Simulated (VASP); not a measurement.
Wanted: the native input for a VASP 6.6.1 run.

```
Task                   : single point
Functional             : LDA
Potentials or basis    : VASP PAW LDA potentials, release 64 (Li_sv)
Cutoff                 : 520 eV
k mesh                 : 16 × 16 × 16
Occupations            : fermi-dirac, width 0.08 eV
Spin                   : no spin polarisation
Dipole correction      : no
Further INCAR settings : ALGO = Normal; EDIFF = 1e-06; NBANDS = 8
```

The structure of Li lies in POSCAR:

```
Li
1.0
    0.0000000000      2.1953465566      2.1953465566
    2.1953465566      0.0000000000      2.1953465566
    2.1953465566      2.1953465566      0.0000000000
Li
1
Direct
    0.0000000000      0.0000000000      0.0000000000
```

This cell differs from its parent crystal: volume scaled by 1.04.

These files were run (other wordings do the same):

INCAR

```
SYSTEM = Li
PREC = Accurate ; ENCUT = 520
EDIFF = 1E-6 ; ISMEAR = -1
SIGMA = 0.08 ; LREAL = .False.
LASPH = .True. ; NELM = 60
ALGO = Normal ; ISIF = 2
LWAVE = .False. ; LCHARG = .False.
GGA = CA ; NBANDS = 8
```

KPOINTS

```
Automatic mesh
0
Gamma
  16 16 16
  0 0 0
```

Potentials or basis: VASP PAW LDA potentials, release 64 (Li_sv).

Run with:

```console
$ cat potpaw_LDA.64/Li_sv/POTCAR > POTCAR
$ mpirun -np 1 vasp_std > vasp.out
```

Wall time 9 s on 1 thread of Intel(R) Xeon(R) Platinum 8259CL CPU @ 2.50GHz (Skylake/Cascade Lake), on a shared host, peak memory 0.13 GiB.
